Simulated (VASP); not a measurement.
Input of a VASP 6.6.1 run:

Contents of INCAR:

```
SYSTEM = Si7GeO16
PREC = Accurate
ENCUT = 600
EDIFF = 1E-6
ISMEAR = -1
SIGMA = 0.05
LREAL = Auto
LASPH = .TRUE.
NELM = 120
ALGO = Normal
ISIF = 2
LWAVE = .FALSE.
LCHARG = .TRUE.
GGA = PS
LELF = .TRUE.
LVHAR = .TRUE.
NBANDS = 249
ISYM = 0
GGA_COMPAT = .FALSE.
```

KPOINTS

```
Automatic mesh
0
Gamma
  1 1 1
  0.25 0.25 0.25
```

Contents of POSCAR:

```
Si7GeO16
1.0
    8.4476936265      0.0000000000      0.0000000000
    0.0000000000      8.4462639997      0.0000000000
    0.0000000000      0.0000000000      8.1160721908
Ge Si O
3 21 48
Direct
    0.0018300000      0.9987020000      0.9990210000
    0.4985190000      0.9992900000      0.9991960000
    0.7504680000      0.2540720000      0.1682190000
    0.0017920000      0.9987410000      0.3370970000
    0.9998200000      0.0008110000      0.6635870000
    0.0010330000      0.5018100000      0.9988000000
    0.0011220000      0.5018090000      0.3350480000
    0.0007580000      0.5015030000      0.6659060000
    0.4989200000      0.9996190000      0.3373880000
    0.4991370000      0.9998730000      0.6637950000
    0.4979270000      0.5026050000      0.9990060000
    0.4979430000      0.5025970000      0.3348070000
    0.5001410000      0.5004950000      0.6659270000
    0.2505910000      0.2537640000      0.1685860000
    0.2489850000      0.2513740000      0.5002630000
    0.2506570000      0.2537520000      0.8310950000
    0.2490990000      0.7476410000      0.1686130000
    0.2509900000      0.7500750000      0.5003290000
    0.2491720000      0.7475640000      0.8309190000
    0.7489620000      0.2513350000      0.5024910000
    0.7507570000      0.2536560000      0.8285780000
    0.7491580000      0.7476550000      0.1685870000
    0.7509060000      0.7499710000      0.5002620000
    0.7491930000      0.7477320000      0.8310940000
    0.1599970000      0.1581620000      0.9998240000
    0.1533020000      0.1553630000      0.3345550000
    0.1522300000      0.1561250000      0.6656000000
    0.1506230000      0.6530470000      0.9996910000
    0.1538220000      0.6519080000      0.3349020000
    0.1541190000      0.6521460000      0.6652170000
    0.6570130000      0.1554910000      0.9907360000
    0.6499360000      0.1527750000      0.3428990000
    0.6524760000      0.1556620000      0.6656400000
    0.6501800000      0.6535610000      0.9997340000
    0.6532420000      0.6524020000      0.3347910000
    0.6540520000      0.6514240000      0.6652790000
    0.3484100000      0.3490390000      0.9997190000
    0.3454810000      0.3500310000      0.3348190000
    0.3466460000      0.3491940000      0.6653210000
    0.3398590000      0.8427700000      0.9996450000
    0.3473240000      0.8455940000      0.3345940000
    0.3470630000      0.8453090000      0.6656950000
    0.8519450000      0.3509480000      0.9909780000
    0.8490880000      0.3521290000      0.3434340000
    0.8463420000      0.3497050000      0.6652190000
    0.8406280000      0.8424060000      0.9998390000
    0.8477160000      0.8447670000      0.3345610000
    0.8469290000      0.8460440000      0.6656190000
    0.0958620000      0.4040580000      0.1670840000
    0.0974860000      0.4048800000      0.5007820000
    0.0984770000      0.4056980000      0.8319150000
    0.1006550000      0.8988330000      0.1757410000
    0.0978990000      0.9034250000      0.5004720000
    0.0994300000      0.9000230000      0.8234920000
    0.5914230000      0.4096530000      0.1670490000
    0.5951980000      0.4045630000      0.4999850000
    0.5962230000      0.4054370000      0.8325710000
    0.5993990000      0.9018260000      0.1757280000
    0.5961780000      0.9026340000      0.5008050000
    0.5978580000      0.8993590000      0.8236450000
    0.4023070000      0.1014100000      0.1757040000
    0.4012670000      0.0962130000      0.5008050000
    0.3997010000      0.0997320000      0.8236510000
    0.4007960000      0.5988470000      0.1670720000
    0.4033120000      0.5981750000      0.5004770000
    0.4022570000      0.5974320000      0.8322920000
    0.9059400000      0.0953170000      0.1758660000
    0.9035290000      0.0963890000      0.5000310000
    0.9019460000      0.0999030000      0.8239250000
    0.9022370000      0.5955480000      0.1670660000
    0.9050010000      0.5990100000      0.5007950000
    0.9039770000      0.5983380000      0.8319170000
```

Potentials or basis: VASP PAW PBE potentials, release 64 (Ge_d, Si, O).

Run with:

```bash
$ cat potpaw_PBE.64/Ge_d/POTCAR potpaw_PBE.64/Si/POTCAR potpaw_PBE.64/O/POTCAR > POTCAR
$ mpirun -np 1 vasp_std > vasp.out
```

**Question.** Estimate the pressure.

**Answer.** 0.2 GPa.

**Question.** What does it give for the largest force?

**Answer.** 0.050 eV/Å.

**Question.** Predict the band gap on the k mesh.

**Answer.** 5.14 eV.

Stress tensor (GPa, compression positive):
```
-0.02  0.37 -0.01
 0.37 -0.03 -0.05
-0.01 -0.05  0.76
```

Caveat: the PAW data sets were made with another functional, which shifts forces and pressure a little; a shifted mesh leaves out Γ, where band edges can lie. A k mesh can miss the band edges.
